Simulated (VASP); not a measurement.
# CdS (P3m1) in VASP: notebook

The runs below take CdS through single point, with PBEsol, LDA, PBE+D4.

Program: VASP 6.6.1. These are calculated values, not measurements. Logs are shortened: lines on timing, memory, paths and dates and some standing lists are left out, and cuts for length are marked.

### Step 1. The cell of the first run

Symmetry: P3m1, No. 156, trigonal system. The conventional cell has a = 4.289 Å, b = 4.289 Å, c = 5.843 Å, α = 90.00°, β = 90.00°, γ = 120.00°. Within 3.3 Å of Cd (site symmetry 3m) lie 3 S at 2.48 Å. S (site symmetry 3m) has 3 Cd at 2.48 Å within 3.3 Å.

### Step 2. Single point, PBEsol (46.55 Å³/atom)

INCAR

```
SYSTEM = CdS
  PREC = Accurate
  ENCUT = 520
  EDIFF = 1E-6
  ISMEAR = -1
  SIGMA = 0.05
  LREAL = .False.
  LASPH = .True.
  NELM = 80
  ALGO = Normal
  ISIF = 2
  LWAVE = .False.
  LCHARG = .False.
  GGA = PS
  NBANDS = 16
```

KPOINTS

```
Automatic mesh
0
Gamma
  7 7 5
  0 0 0
```

POSCAR

```
CdS
1.0
    4.2893900763      0.0000000000      0.0000000000
   -2.1446950382      3.7147207728      0.0000000000
    0.0000000000      0.0000000000      5.8426122916
Cd S
1 1
Direct
    0.0000000000      0.0000000000      0.4426919200
    0.6666666667      0.3333333333      0.4343080800
```

Potentials or basis: VASP PAW PBE potentials, release 64 (Cd, S).

Run with:

```bash
> cat potpaw_PBE.64/Cd/POTCAR potpaw_PBE.64/S/POTCAR > POTCAR
> mpirun -np 1 vasp_std > vasp.out
```

OUTCAR:

```text
SYSTEM = CdS
   PREC = Accurate
   ENCUT = 520
   EDIFF = 1E-6
   ISMEAR = -1
   LREAL = .False.
   LASPH = .True.
   NELM = 80
   ISIF = 2
   GGA = PS

 ion  position               nearest neighbor table
   1  0.000  0.000  0.443-   2 2.48   2 2.48   2 2.48
   2  0.667  0.333  0.434-   1 2.48   1 2.48   1 2.48

  LATTYP: Found a hexagonal cell.
 ALAT       =     4.2893900763
 C/A-ratio  =     1.3621079425

  Lattice vectors:

 A1 = (   4.2893900763,   0.0000000000,   0.0000000000)
 A2 = (  -2.1446950382,   3.7147207728,   0.0000000000)
 A3 = (   0.0000000000,   0.0000000000,   5.8426122916)

Analysis of symmetry for initial positions (statically):
=====================================================================
 Subroutine PRICEL returns:
 Original cell was already a primitive cell.

 Routine SETGRP: Setting up the symmetry group for a
 hexagonal supercell.

 Subroutine GETGRP returns: Found  6 space group operations
 (whereof  6 operations were pure point group operations)
 out of a pool of 24 trial point group operations.

The static configuration has the point symmetry C_3v.

Analysis of symmetry for dynamics (positions and initial velocities):
=====================================================================
 Subroutine PRICEL returns:
 Original cell was already a primitive cell.

 Routine SETGRP: Setting up the symmetry group for a
 hexagonal supercell.

 Subroutine GETGRP returns: Found  6 space group operations
 (whereof  6 operations were pure point group operations)
 out of a pool of 24 trial point group operations.

The dynamic configuration has the point symmetry C_3v.

 Subroutine INISYM returns: Found  6 space group operations
 (whereof  6 operations are pure point group operations),
 and found     1 'primitive' translations

----------------------------------------------------------------------------------------

                                     Primitive cell

  volume of cell :      93.0955

  direct lattice vectors                    reciprocal lattice vectors
     4.289390076  0.000000000  0.000000000     0.233133378  0.134599619  0.000000000
    -2.144695038  3.714720773  0.000000000     0.000000000  0.269199238  0.000000000
     0.000000000  0.000000000  5.842612292     0.000000000  0.000000000  0.171156317

  length of vectors
[... 72 lines left out ...]
 SYSTEM =  CdS
   PREC   = accura    normal or accurate (medium, high low for compatibility)
   ISTART =      0    job   : 0-new  1-cont  2-samecut
   ICHARG =      2    charge: 1-file 2-atom 10-const
   ISPIN  =      1    spin polarized calculation?
   LNONCOLLINEAR =      F non collinear calculations
   LSORBIT =      F    spin-orbit coupling
   LASPH  =      T    aspherical Exc in radial PAW
   ENCUT  =  520.0 eV  38.22 Ry    6.18 a.u.   7.98  7.98 10.86*2*pi/ulx,y,z
   NELM   =     80;   NELMIN=  2; NELMDL= -5     # of ELM steps
   EDIFF  = 0.1E-05   stopping-criterion for ELM
   LREAL  =      F    real-space projection
   EDIFFG = 0.1E-04   stopping-criterion for IOM
   NSW    =      0    number of steps for IOM
   IBRION =     -1    ionic relax: 0-MD 1-quasi-New 2-CG
   NFREE  =      0    steps in history (QN), initial steepest desc. (CG)
   ISIF   =      2    stress and relaxation
   ISYM   =      2    0-nonsym 1-usesym 2-fastsym
   POTIM  = 0.5000    time-step for ionic-motion
   TEBEG  =    0.0;   TEEND  =   0.0 temperature during run
   PSTRESS=    0.0 pullay stress
   NELECT =      18.0000    total number of electrons
   NUPDOWN=      -1.0000    fix difference up-down
   EMIN   =  10.00;   EMAX   =-10.00  energy-range for DOS
   EFERMI =   0.00;   METHOD = LEGACY
   ISMEAR =    -1;   SIGMA  =   0.05  broadening in eV -4-tet -1-fermi 0-gaus
   EFERMI_NEDOS =   21; number of points for ismear=-14 and -15
   IALGO  =     38    algorithm
   IMIX   =      4    mixing-type and parameters
     AMIX     =   0.40;   BMIX     =  1.00
     AMIX_MAG =   1.60;   BMIX_MAG =  1.00
  volume/ion in A,a.u.               =      46.55       314.12
  Fermi-wavevector in a.u.,A,eV,Ry     =   0.946650  1.788909 12.192808  0.896146
  Thomas-Fermi vector in A             =   2.074668
   LORBIT       =      0    0 simple, 1 ext, 2 COOP (PROOUT), +10 PAW based schemes
   GGA     = PS    functional components
   LHFCALC =     F    Hartree Fock is set to
   AEXX    =    0.0000 exact exchange contribution
   IVDW    =     0    specifies the selected vdW correction
   LEPSILON=     F    determine dielectric tensor
   LRPA    =     F    only Hartree local field effects (RPA)
 non-spin polarized calculation
  energy-cutoff  :      520.00
  volume of cell :       93.10
 maximum number of plane-waves:      2525
   NGX = 15   NGY = 15   NGZ = 21

 number of electron      18.0000003 magnetization

 Free energy of the ion-electron system (eV)
  ---------------------------------------------------
  ext. energy  EPLUGINS =         0.00000000
  ---------------------------------------------------
  free energy    TOTEN  =        -6.15598909 eV

  energy without entropy =       -6.15598901  energy(sigma->0) =       -6.15598905

 E-fermi :  -1.5433     XC(G=0):  -6.1198

 val. band max:       -2.3067918936   @ k =   0.0000   0.0000   0.4000
 cond. band min:      -0.9247165724   @ k =   0.0000   0.0000   0.0000
 fundamental gap:      1.3820753212
 Fermi energy:        -1.5432726604

 k-point     1 :       0.0000    0.0000    0.0000
  band No.  band energies     occupation
      1     -13.8044      2.00000
      2      -9.8808      2.00000
      3      -9.8808      2.00000
      4      -9.3925      2.00000
      5      -9.3925      2.00000
      6      -9.1898      2.00000
[... 433 lines left out ...]
      3      -9.7145      2.00000
      4      -9.4570      2.00000
      5      -9.4021      2.00000
      6      -9.1069      2.00000
[... 8 lines left out ...]
     15       7.6711      0.00000
     16       8.1422      0.00000

 [... further k-points ...]
[... 5 lines left out ...]
  --------------------------------------------------------------------------------------
  -------------------------------------------------------------------------------------
  Total       -1.5460306     -1.5460306     -0.0038971      0.0000000      0.0000000      0.0000000
  in kB      -26.6072439    -26.6072439     -0.0670696      0.0000000      0.0000000      0.0000000
  external PRESSURE =     -17.7605191 kB  Pullay stress =       0.0000000 kB

 VOLUME and BASIS-vectors are now :
 -----------------------------------------------------------------------------
  energy-cutoff  :      520.00
  volume of cell :       93.10
      direct lattice vectors                 reciprocal lattice vectors
     4.289390076  0.000000000  0.000000000     0.233133378  0.134599619  0.000000000
    -2.144695038  3.714720773  0.000000000     0.000000000  0.269199238  0.000000000
     0.000000000  0.000000000  5.842612292     0.000000000  0.000000000  0.171156317

 POSITION                                       TOTAL-FORCE (eV/Angst)
 -----------------------------------------------------------------------------------
      0.00000      0.00000      2.58648        -0.000000      0.000000     -0.018707
      2.14470      1.23824      2.53749         0.000000      0.000000      0.018707
 -----------------------------------------------------------------------------------
    total drift:                                0.000001     -0.000000      0.000081

  FREE ENERGIE OF THE ION-ELECTRON SYSTEM (eV)
  ---------------------------------------------------
  free  energy   TOTEN  =        -6.1559890880 eV

  energy  without entropy=       -6.1559890140  energy(sigma->0) =       -6.15598905
```

stdout:

```text
POSCAR found type information on POSCAR CdS
 POSCAR found :  2 types and       2 ions
 scaLAPACK will be used
 -----------------------------------------------------------------------------
|                                                                             |
|                                                                             |
|     You enforced a specific xc type in the INCAR file but a different       |
|     I HOPE YOU KNOW WHAT YOU ARE DOING!                                     |
|                                                                             |
 -----------------------------------------------------------------------------

 LDA part: xc-table for (Slater+PW92), standard interpolation
 POSCAR, INCAR and KPOINTS ok, starting setup
 FFT: planning ... GRIDC
 FFT: planning ... GRID_SOFT
 FFT: planning ... GRID
 WAVECAR not read
 entering main loop
```

Run time: 30 s. Hardware: 1 thread of Intel Xeon Platinum 8259CL at 2.50GHz (Skylake/Cascade Lake), shared host; peak memory 0.23 GiB.

Results:

| Item | Value |
| --- | --- |
| Free energy | -6.1560 eV |
| Pressure | -1.8 GPa |
| Largest force | 0.019 eV/Å |
| Band gap on the k mesh | 1.38 eV |

Forces on the atoms (eV/Å):
```
Cd   0.000  0.000 -0.019
S    0.000  0.000  0.019
```

Stress tensor (GPa, compression positive):
```
-2.66  0.00  0.00
 0.00 -2.66  0.00
 0.00  0.00 -0.01
```

Levels at points of the mesh, in eV from the valence-band top:
| k point | band 6 | band 7 | band 8 | band 9 | band 10 | band 11 | band 12 | band 13 |
| --- | --- | --- | --- | --- | --- | --- | --- | --- |
| (0.00, 0.00, 0.00) | -6.88 | -0.97 | 0.00 | 0.00 | 1.38 | 5.70 | 6.84 | 6.84 |

Caveat: the PAW data sets were made with another functional, which shifts forces and pressure a little; an odd mesh through Γ misses points on the zone boundary, where band edges can lie.

### Step 3. Single point, LDA (47.46 Å³/atom)

This run uses another cell than the first one.

INCAR

```
SYSTEM = CdS
PREC = Accurate
ENCUT = 520
EDIFF = 1E-6
ISMEAR = -1
SIGMA = 0.05
LREAL = .False.
LASPH = .True.
NELM = 60
ALGO = Normal
ISIF = 2
LWAVE = .False.
LCHARG = .False.
NBANDS = 16
```

KPOINTS

```
regular mesh
0
Gamma
  7 7 5
  0 0 0
```

POSCAR

```
CdS
1.0
    4.3172440391      0.0000000000      0.0000000000
   -2.1586220196      3.7388430122      0.0000000000
    0.0000000000      0.0000000000      5.8805523956
Cd S
1 1
Direct
    0.0000000000      0.0000000000      0.4426919200
    0.6666666667      0.3333333333      0.4343080800
```

Potentials or basis: VASP PAW LDA potentials, release 64 (Cd, S).

Run with:

```bash
> cat potpaw_LDA.64/Cd/POTCAR potpaw_LDA.64/S/POTCAR > POTCAR
> mpirun -np 1 vasp_std > vasp.out
```

Run time: 32 s. Hardware: 1 thread of Intel Xeon Platinum 8259CL at 2.50GHz (Skylake/Cascade Lake), shared host; peak memory 0.2 GiB.

The run converged. Its results:

| Quantity | Value |
| --- | --- |
| Free energy | -6.5378 eV |
| Pressure | -3.1 GPa |
| Largest force | 0.031 eV/Å |
| Band gap on the k mesh | 1.16 eV (least direct gap 1.22 eV) |

Forces on the atoms (eV/Å):
```
Cd   0.000  0.000 -0.031
S    0.000  0.000  0.031
```

Stress tensor (GPa, compression positive):
```
-4.62  0.00  0.00
 0.00 -4.62  0.00
 0.00  0.00 -0.09
```

Levels at points of the mesh, in eV from the valence-band top:
```csv
k point,band 7,band 8,band 9,band 10,band 11,band 12
"(0.00, 0.00, 0.00)",-0.94,-0.05,-0.05,1.16,5.49,6.69
```

Caveat: the cell stands under tension; an odd mesh through Γ misses points on the zone boundary, where band edges can lie.

(Continued in part 2 of 2.)
